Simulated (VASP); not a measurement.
The system is Pb.

```
CELL_PARAMETERS angstrom
3.50021 0.00000 0.00000
1.75010 3.03127 0.00000
1.75010 1.01042 2.85791
ATOMIC_POSITIONS crystal
Pb 0.00000 0.00000 0.00000
```

```yaml
Program: VASP 6.6.1
Task: relaxation of volume and atoms at fixed shape
Functional: LDA
Potentials_or_basis: VASP PAW LDA potentials, release 64 (Pb_d)
Cutoff: 500 eV
k_mesh: 9 × 9 × 9
Occupations: fermi-dirac, width 0.1 eV
Spin: no spin polarisation
```

At the start: pressure -2.1 GPa; volume 30.32 Å³/atom.

Where does the relaxation end?

Over 3 steps the energy falls by 8.7 meV/atom and the volume is 29.04 Å³/atom (-4.2 %); space group Fm-3m (No. 225, to 0.1 Å) before and after.

Step by step:
```
step  energy change (eV)  largest force (eV/Å)  pressure (GPa)  volume (Å³)
   1              0.0000                0.0000           -2.08        30.32
   2             -0.0077                0.0000            0.79        28.63
   3             -0.0087                0.0000            0.00        29.04
```

Final structure:
```
Pb
1.0
     3.45002    0.00000    0.00000
     1.72501    2.98781    0.00000
     1.72501    0.99594    2.81693
Pb
1
Direct
  0.00000 0.00000 0.00000
```
